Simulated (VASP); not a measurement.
The system is AlN.

```xyz
16
Lattice="5.2470 0.0000 0.0000 0.0000 5.2470 0.0000 0.0000 0.0000 4.5156" Properties=species:S:1:pos:R:3 pbc="T T T"
Al    2.6235    3.9456    3.5796
Al    3.9249    0.0000    1.3218
Al    0.0000    3.9249    3.1939
Al    3.9456    2.6235    0.9361
Al    2.6235    1.3014    3.5796
Al    1.3221    0.0000    1.3218
Al    0.0000    1.3221    3.1939
Al    1.3014    2.6235    0.9361
N     0.0000    3.9249    1.3218
N     3.9456    2.6235    3.5796
N     2.6235    3.9456    0.9361
N     3.9249    0.0000    3.1939
N     0.0000    1.3221    1.3218
N     1.3014    2.6235    3.5796
N     2.6235    1.3014    0.9361
N     1.3221    0.0000    3.1939
```

The cell was built from a structure type or drawn by symmetry, and may not be a known phase.

* Program: VASP 6.6.1
* Task: relaxation of cell and atoms
* Functional: PBE
* Potentials or basis: VASP PAW PBE potentials, release 64 (Al, N)
* Cutoff: 600 eV
* k mesh: 4 × 4 × 4
* Occupations: gaussian, width 0.1 eV
* Spin: no spin polarisation

At the start: pressure 53.8 GPa; volume 7.77 Å³/atom.

**Question.** How do energy, volume and symmetry change on relaxing?

**Answer.** Over 21 steps the energy falls by 320.5 meV/atom and the volume is 8.43 Å³/atom (+8.5 %); space group P4_2/nmc (No. 137, to 0.1 Å) before, Fm-3m (No. 225, to 0.1 Å).

The path:
| step | energy change (eV) | largest force (eV/Å) | pressure (GPa) | volume (Å³) |
| --- | --- | --- | --- | --- |
| 1 | 0.0000 | 1.7078 | 53.77 | 124.32 |
| 2 | 0.5919 | 0.5697 | -33.07 | 177.24 |
| 3 | -3.5602 | 0.3986 | -2.63 | 146.58 |
| 4 | -3.5662 | 0.4195 | -1.23 | 145.75 |
| 5 | -3.5661 | 0.4321 | -0.46 | 145.30 |
| 6 | -3.6473 | 0.3386 | -0.82 | 144.66 |
| 7 | -3.7326 | 0.6622 | -1.21 | 142.97 |
| 8 | -3.7652 | 0.6864 | -1.27 | 142.62 |
| 9 | -3.8641 | 0.7733 | -1.43 | 141.54 |
| 10 | -4.0602 | 0.9701 | -1.29 | 139.35 |
| 11 | -4.2860 | 1.2358 | 1.71 | 134.80 |
| 12 | -4.3807 | 1.1607 | 2.05 | 134.23 |
| 13 | -4.4439 | 1.3680 | 3.47 | 133.20 |
| 14 | -4.5904 | 1.1818 | 2.42 | 133.65 |
| 15 | -4.9013 | 0.6817 | -0.43 | 135.02 |
| 16 | -4.9871 | 0.6136 | -5.09 | 137.78 |
| 17 | -5.0338 | 0.4235 | -3.58 | 136.78 |
| 18 | -5.0862 | 0.3099 | -1.70 | 135.69 |
| 19 | -5.1165 | 0.1652 | 1.18 | 134.11 |
| 20 | -5.1258 | 0.0670 | 0.38 | 134.51 |
| 21 | -5.1282 | 0.0373 | -0.32 | 134.87 |

Final structure:
```xyz
16
Lattice="5.7624 0.0000 0.0000 0.0000 5.7624 0.0000 0.0000 0.0000 4.0618" Properties=species:S:1:pos:R:3 pbc="T T T"
Al    2.8812    4.3220    3.0463
Al    4.3216    0.0000    1.0154
Al    0.0000    4.3216    3.0464
Al    4.3220    2.8812    1.0155
Al    2.8812    1.4404    3.0463
Al    1.4408    0.0000    1.0154
Al    0.0000    1.4408    3.0464
Al    1.4404    2.8812    1.0155
N     0.0000    4.3229    1.0168
N     4.3206    2.8812    3.0477
N     2.8812    4.3206    1.0142
N     4.3229    0.0000    3.0451
N     0.0000    1.4394    1.0168
N     1.4418    2.8812    3.0477
N     2.8812    1.4418    1.0142
N     1.4394    0.0000    3.0451
```
